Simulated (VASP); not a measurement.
# YC2N2 (P4/mmm) in VASP: further runs

YC2N2 is run at these levels: PBE; tasks: relaxation of cell and atoms, single point.

Program: VASP 6.6.1. These are calculated values, not measurements. Logs are shortened: lines on timing, memory, paths and dates and some standing lists are left out, and cuts for length are marked.

### Step 1. The cell of the first run

It takes space group P4/mmm (No. 123, tetragonal). Conventional cell: a = 7.758 Å, b = 7.758 Å, c = 3.604 Å, α = 90.00°, β = 90.00°, γ = 90.00°. Y (site symmetry 4/mmm) has 4 C at 2.11 Å within 2.8 Å. Y (site symmetry 4/mmm) has 4 N at 2.21 Å within 2.9 Å. Within 1.6 Å of C (site symmetry m2m) lie 1 N at 1.17 Å. N (site symmetry m2m) has 1 C at 1.17 Å within 1.6 Å.

### Step 2. Relaxation of cell and atoms, PBE

INCAR

```
  PREC = Accurate
  ENCUT = 600
  EDIFF = 1E-6
  ISMEAR = 0
  SIGMA = 0.1
  LREAL = F
  LASPH = T
  NELM = 60
  ALGO = Normal
  ISIF = 3
  LWAVE = F
  LCHARG = F
  GGA = PE
  IBRION = 2
  NSW = 90
  EDIFFG = -0.04
```

KPOINTS

```
Automatic mesh
0
Gamma
  2 2 6
```

POSCAR

```
YC2N2
1.0
    7.7583756000      0.0000000000      0.0000000000
    0.0000000000      7.7583756000      0.0000000000
    0.0000000000      0.0000000000      3.6038400400
Y C N
2 4 4
Direct
    0.0000000000      0.0000000000      0.0000000000
    0.5000000000      0.5000000000      0.0000000000
    0.1919431300      0.8080568700      0.0000000000
    0.8080568700      0.1919431300      0.0000000000
    0.1919431300      0.1919431300      0.0000000000
    0.8080568700      0.8080568700      0.0000000000
    0.2985782000      0.7014218000      0.0000000000
    0.7014218000      0.2985782000      0.0000000000
    0.2985782000      0.2985782000      0.0000000000
    0.7014218000      0.7014218000      0.0000000000
```

Potentials or basis: VASP PAW PBE potentials, release 64 (Y_sv, C, N).

Command:

```sh
$ cat potpaw_PBE.64/Y_sv/POTCAR potpaw_PBE.64/C/POTCAR potpaw_PBE.64/N/POTCAR > POTCAR
$ mpirun -np 1 vasp_std > vasp.out
```

OUTCAR:

```text
PREC = Accurate
   ENCUT = 600
   EDIFF = 1E-6
   ISMEAR = 0
   LREAL = F
   LASPH = T
   NELM = 60
   ISIF = 3
   GGA = PE
   IBRION = 2
   NSW = 90
   EDIFFG = -0.04

 ion  position               nearest neighbor table
   1  0.000  0.000  0.000-   3 2.11   4 2.11   5 2.11   6 2.11
   2  0.500  0.500  0.000-   7 2.21   8 2.21   9 2.21  10 2.21
   3  0.192  0.808  0.000-   7 1.17   1 2.11
   4  0.808  0.192  0.000-   8 1.17   1 2.11
   5  0.192  0.192  0.000-   9 1.17   1 2.11
   6  0.808  0.808  0.000-  10 1.17   1 2.11
   7  0.299  0.701  0.000-   3 1.17   2 2.21
   8  0.701  0.299  0.000-   4 1.17   2 2.21
   9  0.299  0.299  0.000-   5 1.17   2 2.21
  10  0.701  0.701  0.000-   6 1.17   2 2.21

  LATTYP: Found a simple tetragonal cell.
 ALAT       =     7.7583756000
 C/A-ratio  =     0.4645096120

  Lattice vectors:

 A1 = (   7.7583756000,   0.0000000000,   0.0000000000)
 A2 = (   0.0000000000,   7.7583756000,   0.0000000000)
 A3 = (   0.0000000000,   0.0000000000,   3.6038400400)

Analysis of symmetry for initial positions (statically):
=====================================================================
 Subroutine PRICEL returns:
 Original cell was already a primitive cell.

 Routine SETGRP: Setting up the symmetry group for a
 simple tetragonal supercell.

 Subroutine GETGRP returns: Found 16 space group operations
 (whereof 16 operations were pure point group operations)
 out of a pool of 16 trial point group operations.

The static configuration has the point symmetry D_4h.

Analysis of symmetry for dynamics (positions and initial velocities):
=====================================================================
 Subroutine PRICEL returns:
 Original cell was already a primitive cell.

 Routine SETGRP: Setting up the symmetry group for a
 simple tetragonal supercell.

 Subroutine GETGRP returns: Found 16 space group operations
 (whereof 16 operations were pure point group operations)
 out of a pool of 16 trial point group operations.

The dynamic configuration has the point symmetry D_4h.

 Subroutine INISYM returns: Found 16 space group operations
 (whereof 16 operations are pure point group operations),
 and found     1 'primitive' translations

----------------------------------------------------------------------------------------

                                     Primitive cell

  volume of cell :     216.9238

  direct lattice vectors                    reciprocal lattice vectors
     7.758375600  0.000000000  0.000000000     0.128892961  0.000000000  0.000000000
     0.000000000  7.758375600  0.000000000     0.000000000  0.128892961  0.000000000
     0.000000000  0.000000000  3.603840040     0.000000000  0.000000000  0.277481794

  length of vectors
     7.758375600  7.758375600  3.603840040     0.128892961  0.128892961  0.277481794

  position of ions in fractional coordinates (direct lattice)
     0.000000000  0.000000000  0.000000000
     0.500000000  0.500000000  0.000000000
     0.191943130  0.808056870  0.000000000
     0.808056870  0.191943130  0.000000000
     0.191943130  0.191943130  0.000000000
     0.808056870  0.808056870  0.000000000
     0.298578200  0.701421800  0.000000000
     0.701421800  0.298578200  0.000000000
     0.298578200  0.298578200  0.000000000
     0.701421800  0.701421800  0.000000000

  ion indices of the primitive-cell ions
   primitive index   ion index
                 1           1
                 2           2
                 3           3
                 4           4
                 5           5
                 6           6
                 7           7
                 8           8
                 9           9
                10          10

----------------------------------------------------------------------------------------

 KPOINTS: Automatic mesh

Automatic generation of k-mesh.
 Grid dimensions read from file:
 generate k-points for:    2    2    6

 Generating k-lattice:

  Cartesian coordinates                     Fractional coordinates (reciprocal lattice)
     0.064446480  0.000000000  0.000000000     0.500000000  0.000000000  0.000000000
     0.000000000  0.064446480  0.000000000     0.000000000  0.500000000  0.000000000
     0.000000000  0.000000000  0.046246966     0.000000000  0.000000000  0.166666667

  Length of vectors
     0.064446480  0.064446480  0.046246966

  Shift w.r.t. Gamma in fractional coordinates (k-lattice)
     0.000000000  0.000000000  0.000000000

 Subroutine IBZKPT returns following result:
 ===========================================

 Found     12 irreducible k-points:

 Following reciprocal coordinates:
            Coordinates               Weight
  0.000000  0.000000  0.000000      1.000000
  0.500000  0.000000  0.000000      2.000000
  0.500000  0.500000  0.000000      1.000000
  0.000000  0.000000  0.166667      2.000000
  0.500000  0.000000  0.166667      4.000000
  0.500000  0.500000  0.166667      2.000000
  0.000000  0.000000  0.333333      2.000000
  0.500000  0.000000  0.333333      4.000000
  0.500000  0.500000  0.333333      2.000000
  0.000000  0.000000  0.500000      1.000000
  0.500000  0.000000  0.500000      2.000000
  0.500000  0.500000  0.500000      1.000000
   k-points           NKPTS =     12   k-points in BZ     NKDIM =     12   number of bands    NBANDS=     35
   number of dos      NEDOS =    301   number of ions     NIONS =     10
   total plane-waves  NPLWV = 122880
   dimension x,y,z NGX =    64 NGY =   64 NGZ =   30
   dimension x,y,z NGXF=   128 NGYF=  128 NGZF=   60
   ions per type =               2   4   4
   NGX,Y,Z   is equivalent  to a cutoff of  13.71, 13.71, 13.84 a.u.
   NGXF,Y,Z  is equivalent  to a cutoff of  27.43, 27.43, 27.68 a.u.
 SYSTEM =  unknown system
   PREC   = accura    normal or accurate (medium, high low for compatibility)
   ISTART =      0    job   : 0-new  1-cont  2-samecut
   ICHARG =      2    charge: 1-file 2-atom 10-const
   ISPIN  =      1    spin polarized calculation?
   LNONCOLLINEAR =      F non collinear calculations
   LSORBIT =      F    spin-orbit coupling
   LASPH  =      T    aspherical Exc in radial PAW
   ENCUT  =  600.0 eV  44.10 Ry    6.64 a.u.  15.50 15.50  7.20*2*pi/ulx,y,z
   NELM   =     60;   NELMIN=  2; NELMDL= -5     # of ELM steps
   EDIFF  = 0.1E-05   stopping-criterion for ELM
   LREAL  =      F    real-space projection
   EDIFFG = -.4E-01   stopping-criterion for IOM
   NSW    =     90    number of steps for IOM
   IBRION =      2    ionic relax: 0-MD 1-quasi-New 2-CG
   NFREE  =      1    steps in history (QN), initial steepest desc. (CG)
   ISIF   =      3    stress and relaxation
   ISYM   =      2    0-nonsym 1-usesym 2-fastsym
   POTIM  = 0.5000    time-step for ionic-motion
   TEBEG  =    0.0;   TEEND  =   0.0 temperature during run
   PSTRESS=    0.0 pullay stress
   NELECT =      58.0000    total number of electrons
   NUPDOWN=      -1.0000    fix difference up-down
   EMIN   =  10.00;   EMAX   =-10.00  energy-range for DOS
   EFERMI =   0.00;   METHOD = LEGACY
   ISMEAR =     0;   SIGMA  =   0.10  broadening in eV -4-tet -1-fermi 0-gaus
   EFERMI_NEDOS =   21; number of points for ismear=-14 and -15
   IALGO  =     38    algorithm
   IMIX   =      4    mixing-type and parameters
     AMIX     =   0.40;   BMIX     =  1.00
     AMIX_MAG =   1.60;   BMIX_MAG =  1.00
  volume/ion in A,a.u.               =      21.69       146.39
  Fermi-wavevector in a.u.,A,eV,Ry     =   1.054666  1.993031 15.134050  1.112321
  Thomas-Fermi vector in A             =   2.189835
   LORBIT       =      0    0 simple, 1 ext, 2 COOP (PROOUT), +10 PAW based schemes
   GGA     = PE    functional components
   LHFCALC =     F    Hartree Fock is set to
   AEXX    =    0.0000 exact exchange contribution
   IVDW    =     0    specifies the selected vdW correction
   LEPSILON=     F    determine dielectric tensor
   LRPA    =     F    only Hartree local field effects (RPA)
 conjugate gradient relaxation of ions
 non-spin polarized calculation
 Gauss-broadening in eV      SIGMA  =   0.10
  energy-cutoff  :      600.00
  volume of cell :      216.92
 maximum number of plane-waves:      7270
 NGX is ok and might be reduce to    64
   NGX = 31   NGY = 31   NGZ = 15

--------------------------------------- Ionic step        1  -------------------------------------------

 number of electron      57.9999998 magnetization

 Free energy of the ion-electron system (eV)
  ---------------------------------------------------
  ext. energy  EPLUGINS =         0.00000000
  ---------------------------------------------------
  free energy    TOTEN  =       -79.45798307 eV

  energy without entropy =      -79.42347002  energy(sigma->0) =      -79.44072655

 E-fermi :   0.5376     XC(G=0):  -7.3071

 val. band max:        0.4904126934   @ k =   0.5000   0.0000   0.5000
 cond. band min:       0.5475326254   @ k =   0.5000   0.0000   0.1667
 fundamental gap:      0.0571199320
 Fermi energy:         0.5375855890

 k-point     1 :       0.0000    0.0000    0.0000
  band No.  band energies     occupation
      1     -41.9472      2.00000
      2     -41.0012      2.00000
      3     -22.2283      2.00000
      4     -22.2283      2.00000
      5     -21.9755      2.00000
      6     -21.5246      2.00000
[... 570 lines left out ...]
  FREE ENERGIE OF THE ION-ELECTRON SYSTEM (eV)
  ---------------------------------------------------
  free  energy   TOTEN  =       -82.9876460004 eV

  energy  without entropy=      -82.9597933555  energy(sigma->0) =      -82.97371968

[... ionic steps 4 to 15 ...]

--------------------------------------- Ionic step       16  -------------------------------------------

 number of electron      57.9999993 magnetization

------------------------ aborting loop because EDIFF is reached ----------------------------------------

  FORCE on cell =-STRESS in cart. coord.  units (eV):
  Direction    XX          YY          ZZ          XY          YZ          ZX
  --------------------------------------------------------------------------------------
  -------------------------------------------------------------------------------------
  Total       -0.1987327     -0.1987327      0.4047583      0.0000000     -0.0000000      0.0000000
  in kB       -1.1771923     -1.1771923      2.3975839      0.0000000     -0.0000000      0.0000000
  external PRESSURE =       0.0143998 kB  Pullay stress =       0.0000000 kB
[... 73 lines left out ...]
  energy  without entropy=      -83.1038304500  energy(sigma->0) =      -83.11866452

--------------------------------------- Ionic step       18  -------------------------------------------

 number of electron      57.9999993 magnetization

 Free energy of the ion-electron system (eV)
  ---------------------------------------------------
  ext. energy  EPLUGINS =         0.00000000
  ---------------------------------------------------
  free energy    TOTEN  =       -83.13378468 eV

  energy without entropy =      -83.10415243  energy(sigma->0) =      -83.11896855

 E-fermi :  -0.0825     XC(G=0):  -6.5655

 val. band max:       -0.0945914345   @ k =   0.0000   0.0000   0.1667
 cond. band min:      -0.0776289142   @ k =   0.5000   0.5000   0.5000
 fundamental gap:      0.0169625203
 Fermi energy:        -0.0824976870

 k-point     1 :       0.0000    0.0000    0.0000
  band No.  band energies     occupation
      1     -43.3491      2.00000
      2     -43.3453      2.00000
      3     -23.4381      2.00000
      4     -23.4381      2.00000
      5     -23.3688      2.00000
      6     -23.3688      2.00000
[... 482 lines left out ...]
  FREE ENERGIE OF THE ION-ELECTRON SYSTEM (eV)
  ---------------------------------------------------
  free  energy   TOTEN  =       -83.1337846835 eV

  energy  without entropy=      -83.1041524255  energy(sigma->0) =      -83.11896855

 reached required accuracy - stopping structural energy minimisation
```

Wall time 22 min (1 thread of AMD EPYC 7R13 (Zen 3), shared host); peak memory 0.41 GiB.

What came out:

* Free energy: -83.1338 eV
* Relaxed volume: 27.07 Å³/atom
* Relaxed cell: a = 8.539 Å, b = 8.539 Å, c = 3.713 Å, α = 90.00°, β = 90.00°, γ = 90.00°
* Space group after relaxing (to 0.1 Å): P4/mmm (No. 123)
* Energy gained by relaxing: 367.6 meV/atom
* Ionic steps: 18
* Pressure after relaxing: 0.0 GPa
* Largest force after relaxing: 0.020 eV/Å
* Band gap on the k mesh: zero (bands 29 and 30 overlap by 1.01 eV)

Forces in eV/Å, atoms in the order of the input:
```
Y    0.000  0.000  0.000
Y    0.000  0.000  0.000
C   -0.014  0.014  0.000
C    0.014 -0.014  0.000
C   -0.014 -0.014  0.000
C    0.014  0.014  0.000
N    0.008 -0.008  0.000
N   -0.008  0.008  0.000
N    0.008  0.008  0.000
N   -0.008 -0.008  0.000
```

Step by step:
| step | energy change (eV) | largest force (eV/Å) | pressure (GPa) | volume (Å³) |
| --- | --- | --- | --- | --- |
| 1 | 0.0000 | 3.6804 | 16.31 | 216.92 |
| 2 | -3.0117 | 1.8469 | -2.38 | 292.09 |
| 3 | -3.5297 | 1.5416 | 1.09 | 264.31 |
| 4 | -3.5303 | 1.5556 | 0.83 | 265.92 |
| 5 | -1.7338 | 8.0800 | -8.44 | 275.04 |
| 6 | -3.5584 | 0.5904 | -0.50 | 266.83 |
| 7 | -3.5588 | 0.4724 | -0.38 | 266.74 |
| 8 | -3.6173 | 0.3930 | -0.06 | 266.00 |
| 9 | -3.6575 | 0.2036 | 0.71 | 264.50 |
| 10 | -3.6584 | 0.2310 | 0.60 | 264.70 |
| 11 | -3.6608 | 0.8608 | 1.01 | 268.35 |
| 12 | -3.6659 | 0.4309 | 0.82 | 266.70 |
| 13 | -3.6708 | 0.3001 | 0.57 | 267.82 |
| 14 | -3.6754 | 0.0200 | 0.04 | 270.29 |
| 15 | -3.6754 | 0.0079 | 0.02 | 270.40 |
| 16 | -3.6754 | 0.0004 | 0.00 | 270.48 |
| 17 | -3.6755 | 0.0044 | 0.01 | 270.54 |
| 18 | -3.6758 | 0.0197 | 0.01 | 270.74 |

Final structure:
```
CELL_PARAMETERS angstrom
8.53904 0.00000 0.00000
0.00000 8.53904 0.00000
0.00000 0.00000 3.71310
ATOMIC_POSITIONS crystal
Y 0.00000 0.00000 0.00000
Y 0.50000 0.50000 0.00000
C 0.20788 0.79212 0.00000
C 0.79212 0.20788 0.00000
C 0.20788 0.20788 0.00000
C 0.79212 0.79212 0.00000
N 0.30509 0.69491 0.00000
N 0.69491 0.30509 0.00000
N 0.30509 0.30509 0.00000
N 0.69491 0.69491 0.00000
```

Levels at points of the mesh, in eV from the Fermi level:
```tsv
k point	band 26	band 27	band 28	band 29	band 30	band 31	band 32	band 33	band 34	band 35
(0.00, 0.00, 0.00)	-4.40	-4.33	-4.33	-0.63	-0.56	0.07	1.97	1.97	2.78	2.78
(0.50, 0.00, 0.00)	-4.49	-4.43	-4.43	-0.63	-0.56	0.67	1.24	2.29	2.36	2.46
(0.50, 0.50, 0.00)	-4.43	-4.20	-4.20	-0.63	-0.56	0.85	1.58	1.97	1.97	2.79
(0.00, 0.00, 0.50)	-4.45	-4.01	-4.01	-0.01	-0.01	0.46	0.68	1.77	1.77	2.89
(0.50, 0.00, 0.50)	-4.51	-4.28	-4.19	0.20	0.31	0.41	0.87	1.07	1.56	2.29
(0.50, 0.50, 0.50)	-4.72	-3.93	-3.93	0.00	0.00	1.07	1.22	1.71	1.74	1.74
```

Caveat: the k points lie up to 0.37 Å⁻¹ apart in the final cell, too coarse for converged energies and pressures of a metal; the volume moved by over 15 % at a fixed basis, so the end points are rough.

### Step 3. Single point, PBE, collinear spin, ferromagnetic start

This run uses another cell than the first one, of 27.17 Å³/atom.

INCAR

```
SYSTEM = YC2N2
  PREC = Accurate
  ENCUT = 520
  EDIFF = 1E-6
  ISMEAR = 0
  SIGMA = 0.1
  LREAL = .False.
  LASPH = .True.
  NELM = 150
  ALGO = Normal
  ISIF = 2
  LWAVE = .False.
  LCHARG = .True.
  ISPIN = 2
  MAGMOM = 0 0 1 1 1 1 1 1 1 1
  LORBIT = 11
  LMAXMIX = 4
  GGA = PE
  LELF = .True.
  LVHAR = .True.
  NBANDS = 44
```

KPOINTS

```
regular mesh
0
Gamma
  2 2 4
  0 0 0
```

POSCAR

```
YC2N2
1.0
    8.5174334522      0.0000000000      0.0000000000
    0.0000000000      8.5174334522      0.0000000000
    0.0000000000      0.0000000000      3.7458622434
Y C N
2 4 4
Direct
    0.0000000000      0.0000000000      0.0000000000
    0.5000000000      0.5000000000      0.0000000000
    0.2077945420      0.7922054580      0.0000000000
    0.7922054580      0.2077945420      0.0000000000
    0.2077945420      0.2077945420      0.0000000000
    0.7922054580      0.7922054580      0.0000000000
    0.3049285804      0.6950714196      0.0000000000
    0.6950714196      0.3049285804      0.0000000000
    0.3049285804      0.3049285804      0.0000000000
    0.6950714196      0.6950714196      0.0000000000
```

Potentials or basis: VASP PAW PBE potentials, release 64 (Y_sv, C, N).

Command:

```sh
$ cat potpaw_PBE.64/Y_sv/POTCAR potpaw_PBE.64/C/POTCAR potpaw_PBE.64/N/POTCAR > POTCAR
$ mpirun -np 1 vasp_std > vasp.out
```

Wall time 5.8 min (1 thread of AMD EPYC 7R13 (Zen 3), shared host); peak memory 0.48 GiB.

It converged, with:

| Item | Value |
| --- | --- |
| Free energy | -83.1282 eV |
| Pressure | 0.3 GPa |
| Largest force | 0.776 eV/Å |
| Net moment | 1.43 μB per cell |
| Site moments | Y +0.52, +0.17; C +0.01; N +0.01 μB |
| Valence electrons inside the program's atomic spheres | Y 9.41, 9.45; C 2.57; N 3.90 |

Forces in eV/Å, atoms in the order of the input:
```
Y    0.000  0.000  0.000
Y    0.000  0.000  0.000
C   -0.526  0.526  0.000
C    0.526 -0.526  0.000
C   -0.526 -0.526  0.000
C    0.526  0.526  0.000
N    0.549 -0.549  0.000
N   -0.549  0.549  0.000
N    0.549  0.549  0.000
N   -0.549 -0.549  0.000
```

Levels at points of the mesh, in eV from the Fermi level:
Spin up:
```tsv
k point	band 28	band 29	band 30	band 31	band 32	band 33
(0.00, 0.00, 0.00)	-4.34	-1.44	-1.17	0.00	1.70	1.70
(0.50, 0.00, 0.00)	-4.44	-1.44	-1.16	0.61	1.16	2.02
(0.50, 0.50, 0.00)	-4.21	-1.44	-1.17	0.78	1.48	1.70
(0.00, 0.00, 0.50)	-4.03	-0.30	-0.30	0.31	0.38	1.42
(0.50, 0.00, 0.50)	-4.21	-0.12	-0.01	0.09	0.63	1.00
(0.50, 0.50, 0.50)	-3.95	-0.29	-0.29	0.64	1.16	1.40
```
Spin down:
```
           k point  band 26  band 27  band 28  band 29  band 30  band 31
(0.00, 0.00, 0.00)    -4.41    -4.29    -4.29    -0.60     0.07     0.20
(0.50, 0.00, 0.00)    -4.51    -4.45    -4.40    -0.60     0.21     0.70
(0.50, 0.50, 0.00)    -4.45    -4.16    -4.16    -0.60     0.21     0.88
(0.00, 0.00, 0.50)    -4.46    -3.99    -3.99     0.08     0.08     0.43
(0.50, 0.00, 0.50)    -4.50    -4.25    -4.17     0.35     0.39     0.59
(0.50, 0.50, 0.50)    -4.74    -3.91    -3.91     0.10     0.10     1.23
```

Caveat: the k points lie up to 0.42 Å⁻¹ apart; a moment this small can come from the mesh or the smearing.

The gap in the log of VASP goes by the Fermi energy; the results here count the filled bands.